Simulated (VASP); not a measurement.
# MgB2 in VASP: a series of runs, part 3 of 3

VASP 6.6.1. The steps go on from the part before.

### 5 Single point, PBEsol-based screened hybrid

This run uses another cell than the first one, of 9.68 Å³/atom, 1.015 times its volume.

Contents of POSCAR:

```
MgB2
1.0
    3.0850000000      0.0000000000      0.0000000000
   -1.5425000000      2.6716883707      0.0000000000
    0.0000000000      0.0000000000      3.5230000000
Mg B
1 2
Direct
    0.0000000000      0.0000000000      0.0000000000
    0.6666666667      0.3333333333      0.5000000000
    0.3333333333      0.6666666667      0.5000000000
```

Contents of INCAR.step1:

```
SYSTEM = MgB2
PREC = Accurate
ENCUT = 520
EDIFF = 1E-5
ISMEAR = -1
SIGMA = 0.05
LREAL = .False.
LASPH = .True.
NELM = 80
ALGO = Normal
ISIF = 2
LWAVE = .True.
LCHARG = .False.
NBANDS = 11
GGA = PE
```

Contents of INCAR.step2:

```
SYSTEM = MgB2
PREC = Accurate
ENCUT = 520
EDIFF = 1E-6
ISMEAR = -1
SIGMA = 0.05
LREAL = .False.
LASPH = .True.
NELM = 80
ALGO = Normal
ISIF = 2
LWAVE = .False.
LCHARG = .False.
GGA = PS
LHFCALC = .True.
AEXX = 0.25
HFSCREEN = 0.207
PRECFOCK = Normal
NBANDS = 11
ISTART = 1
```

Contents of KPOINTS:

```
regular mesh
0
Gamma
  5 5 4
  0 0 0
```

Potentials or basis: VASP PAW PBE potentials, release 64 (Mg, B).

On the command line:

```bash
$ cat potpaw_PBE.64/Mg/POTCAR potpaw_PBE.64/B/POTCAR > POTCAR
$ cp INCAR.step1 INCAR
$ mpirun -np 1 vasp_std > vasp.out
$ cp INCAR.step2 INCAR
$ mpirun -np 1 vasp_std > vasp.out
```

OUTCAR:

```text
SYSTEM = MgB2
   PREC = Accurate
   ENCUT = 520
   EDIFF = 1E-6
   ISMEAR = -1
   LREAL = .False.
   LASPH = .True.
   NELM = 80
   ISIF = 2
   GGA = PS
   LHFCALC = .True.
   AEXX = 0.25
   HFSCREEN = 0.207
   PRECFOCK = Normal
   ISTART = 1

 ion  position               nearest neighbor table
   1  0.000  0.000  0.000-   2 2.51   3 2.51   2 2.51   3 2.51   2 2.51   2 2.51   3 2.51   3 2.51
                             2 2.51   2 2.51   3 2.51   3 2.51
   2  0.667  0.333  0.500-   3 1.78   3 1.78   3 1.78   1 2.51   1 2.51   1 2.51   1 2.51   1 2.51
                             1 2.51
   3  0.333  0.667  0.500-   2 1.78   2 1.78   2 1.78   1 2.51   1 2.51   1 2.51   1 2.51   1 2.51
                             1 2.51

  LATTYP: Found a hexagonal cell.
 ALAT       =     3.0850000000
 C/A-ratio  =     1.1419773096

  Lattice vectors:

 A1 = (   3.0850000000,   0.0000000000,   0.0000000000)
 A2 = (  -1.5425000000,   2.6716883707,   0.0000000000)
 A3 = (   0.0000000000,   0.0000000000,   3.5230000000)

Analysis of symmetry for initial positions (statically):
=====================================================================
 Subroutine PRICEL returns:
 Original cell was already a primitive cell.

 Routine SETGRP: Setting up the symmetry group for a
 hexagonal supercell.

 Subroutine GETGRP returns: Found 24 space group operations
 (whereof 24 operations were pure point group operations)
 out of a pool of 24 trial point group operations.

The static configuration has the point symmetry D_6h.

Analysis of symmetry for dynamics (positions and initial velocities):
=====================================================================
 Subroutine PRICEL returns:
[... 131 lines left out ...]
   NKREDY  =     1    reduce k-point grid by
   NKREDZ  =     1    reduce k-point grid by
   AEXX    =    0.2500 exact exchange contribution
   HFSCREEN=    0.2070 screening length (either q_TF or 0.3 A-1)
   HFSCREENC=   0.2070 screening length for correlation (either q_TF or 0.3 A-1)
   ENCUTFOCK=  -1.0 apply spherical cutoff to Coloumb kernel
   IVDW    =     0    specifies the selected vdW correction
   LEPSILON=     F    determine dielectric tensor
   LRPA    =     F    only Hartree local field effects (RPA)
 non-spin polarized calculation
  energy-cutoff  :      520.00
  volume of cell :       29.04
 maximum number of plane-waves:       806
 NGX is ok and might be reduce to    24
  NGX = 18; NGY = 18; NGZ = 20

 number of electron       8.0000000 magnetization

 Free energy of the ion-electron system (eV)
  ---------------------------------------------------
  ext. energy  EPLUGINS =         0.00000000
  ---------------------------------------------------
  free energy    TOTEN  =       -17.33829522 eV

  energy without entropy =      -17.33557525  energy(sigma->0) =      -17.33693523

 E-fermi :   5.3375     XC(G=0):  -9.0304

 val. band max:        5.2461796453   @ k =   0.0000   0.0000   0.0000
 cond. band min:       5.4805284727   @ k =   0.0000   0.0000   0.2500
 fundamental gap:      0.2343488274
 Fermi energy:         5.3374891410

 k-point     1 :       0.0000    0.0000    0.0000
  band No.  band energies     occupation
      1      -9.0493      2.00000
      2       1.6480      2.00000
      3       5.2462      1.72261
      4       5.2462      1.72261
      5       7.1445      0.00000
      6      12.0952      0.00000
      7      12.0952      0.00000
      8      14.1275      0.00000
      9      16.4550      0.00000
     10      18.6781      0.00000
     11      22.2593      0.00000
[... 183 lines left out ...]
 k-point    15 :       0.4000    0.2000    0.5000
  band No.  band energies     occupation
      1      -3.1989      2.00000
      2      -2.4708      2.00000
      3       0.5388      2.00000
      4       1.6888      2.00000
      5       3.7223      2.00000
      6      10.2123      0.00000
      7      14.4949      0.00000
      8      19.7433      0.00000
      9      19.7737      0.00000
     10      19.8605      0.00000
     11      20.0366      0.00000

------------------------ aborting loop because EDIFF is reached ----------------------------------------

  FORCE on cell =-STRESS in cart. coord.  units (eV):
  Direction    XX          YY          ZZ          XY          YZ          ZX
  --------------------------------------------------------------------------------------
  -------------------------------------------------------------------------------------
  Total       -0.8160536     -0.8160536     -0.8171528     -0.0000000     -0.0000000      0.0000000
  in kB      -45.0272746    -45.0272746    -45.0879234     -0.0000000     -0.0000000      0.0000000
  external PRESSURE =     -45.0474909 kB  Pullay stress =       0.0000000 kB

 VOLUME and BASIS-vectors are now :
 -----------------------------------------------------------------------------
  energy-cutoff  :      520.00
  volume of cell :       29.04
      direct lattice vectors                 reciprocal lattice vectors
     3.085000000  0.000000000  0.000000000     0.324149109  0.187147575  0.000000000
    -1.542500000  2.671688371  0.000000000     0.000000000  0.374295150  0.000000000
     0.000000000  0.000000000  3.523000000     0.000000000  0.000000000  0.283848992

 POSITION                                       TOTAL-FORCE (eV/Angst)
 -----------------------------------------------------------------------------------
      0.00000      0.00000      0.00000         0.000000     -0.000000      0.000000
      1.54250      0.89056      1.76150        -0.000000      0.000000      0.000000
     -0.00000      1.78113      1.76150         0.000000     -0.000000      0.000000
 -----------------------------------------------------------------------------------
    total drift:                               -0.000000     -0.000000      0.000000

  FREE ENERGIE OF THE ION-ELECTRON SYSTEM (eV)
  ---------------------------------------------------
  free  energy   TOTEN  =       -17.3382952186 eV

  energy  without entropy=      -17.3355752502  energy(sigma->0) =      -17.33693523
```

OSZICAR.step1:

```text
N       E                     dE             d eps       ncg     rms          rms(c)
DAV:   1     0.397943960059E+01    0.39794E+01   -0.37963E+03   354   0.614E+02
DAV:   2    -0.164189742207E+02   -0.20398E+02   -0.19573E+02   424   0.106E+02
DAV:   3    -0.170222781566E+02   -0.60330E+00   -0.60190E+00   443   0.150E+01
DAV:   4    -0.170236294678E+02   -0.13513E-02   -0.13512E-02   371   0.777E-01
DAV:   5    -0.170236345143E+02   -0.50465E-05   -0.50465E-05   421   0.485E-02    0.524E+00
DAV:   6    -0.155761795927E+02    0.14475E+01   -0.17430E+00   366   0.616E+00    0.254E+00
DAV:   7    -0.153421058063E+02    0.23407E+00   -0.10283E+00   381   0.469E+00    0.779E-01
DAV:   8    -0.153455329508E+02   -0.34271E-02   -0.15646E-01   357   0.203E+00    0.446E-01
DAV:   9    -0.153331362352E+02    0.12397E-01   -0.31597E-02   360   0.815E-01    0.673E-02
DAV:  10    -0.153331184282E+02    0.17807E-04   -0.18828E-03   384   0.240E-01    0.339E-02
DAV:  11    -0.153330853409E+02    0.33087E-04   -0.24806E-04   372   0.803E-02    0.692E-03
DAV:  12    -0.153330820039E+02    0.33371E-05   -0.15891E-05   343   0.198E-02
   1 F= -.15333082E+02 E0= -.15330165E+02  d E =-.583449E-02
```

Wall time 1.7 min (1 thread of AMD EPYC 9R45 (Zen 5), shared host); peak memory 0.22 GiB.

Results:

```yaml
Free_energy: -17.3383 eV
Pressure: -4.5 GPa
Band_gap_on_the_k_mesh: zero (band 4 reaches 6.08 eV, above the bottom of band 5 at 3.72 eV)
```

Levels at points of the mesh, in eV from the Fermi level:
```
           k point  band 1  band 2  band 3  band 4  band 5  band 6  band 7  band 8
(0.00, 0.00, 0.00)  -14.39   -3.69   -0.09   -0.09    1.81    6.76    6.76    8.79
(0.00, 0.00, 0.50)  -13.00   -8.69    0.39    0.39    7.12    7.12    8.86   10.75
```

Caveat: the k points lie up to 0.47 Å⁻¹ apart; the PAW data sets were made with another functional, which shifts forces and pressure a little.

### 6 Summary

```tsv
level	potentials or basis	cell	k mesh	cutoff (eV)	second run	grid for exact exchange (PRECFOCK)	share of exact exchange	screening parameter	gap on the mesh (eV)	pressure (GPa)
r2SCAN	VASP PAW PBE potentials, release 64 (Mg_sv, B)	a = 3.073, b = 3.073, c = 3.499 Å, angles 90.0, 90.0, 120.0°, 3 atoms	10 × 10 × 8	660	valence_matched	-	-	-	none	-0.1
r2SCANh	VASP PAW PBE potentials, release 64 (Mg, B)	a = 3.085, b = 3.085, c = 3.523 Å, angles 90.0, 90.0, 120.0°, 3 atoms	5 × 5 × 4	580	-	Normal	-	-	none	-3.3
PBEsol	VASP PAW PBE potentials, release 64 (Mg, B)	a = 3.085, b = 3.085, c = 3.523 Å, angles 90.0, 90.0, 120.0°, 3 atoms	10 × 10 × 8	520	-	-	-	-	none	-2.7
PBEsol-based screened hybrid	VASP PAW PBE potentials, release 64 (Mg, B)	a = 3.085, b = 3.085, c = 3.523 Å, angles 90.0, 90.0, 120.0°, 3 atoms	5 × 5 × 4	520	-	Normal	0.25	0.207 1/Å	none	-4.5
```

Some of these runs hold the atoms at other places in the same cell, which the table doesn't show; runs alike in all that it shows share one row.

Alike in all rows: task single point; no spin polarisation; smearing fermi-dirac 0.05 eV.

Caveats: some runs use coarse meshes; the PAW data sets were made with another functional, which shifts forces and pressure a little.

Total energies depend on the potentials used, so only differences within one code and one set of settings carry meaning.
